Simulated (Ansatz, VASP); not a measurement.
AgPt3 in VASP and in Ansatz

```
Ag Pt
1.0
     3.93914    0.00000    0.00000
     0.00000    3.93914    0.00000
     0.00000    0.00000    3.93914
Ag Pt
1 3
Direct
  0.00000 0.00000 0.00000
  0.00000 0.50000 0.50000
  0.50000 0.00000 0.50000
  0.50000 0.50000 0.00000
```

Alike in both runs: task single point; functional LDA; k mesh 12 × 12 × 12; occupations fermi-dirac, width 0.15 eV; no spin polarisation.

|  | VASP | Ansatz |
| --- | --- | --- |
| version | VASP 6.6.1 | Ansatz 0.2.0 |
| potentials or method | VASP PAW LDA potentials, release 64 (Ag, Pt), cutoff 520 eV | scalar-relativistic, plane waves, PAW |
| valence electrons in the cell | 41 | 73 |

Ansatz gave:

```
gap on the k mesh at the Fermi level (eV) : none
pressure (GPa)                            : -4.8
```

Task: Which values does VASP return?

Result: gap on the k mesh at the Fermi level (eV): none; pressure (GPa): -4.3.

LDA's correlation is that of Perdew and Zunger in VASP and of Perdew and Wang (1992) in Ansatz. A gap of «none» marks a metal or a gap that the smearing closes. VASP's potentials hold 41 valence electrons a cell and Ansatz's 73, so a difference there can come from the potentials and not from the codes.

Spin-orbit coupling is off throughout.
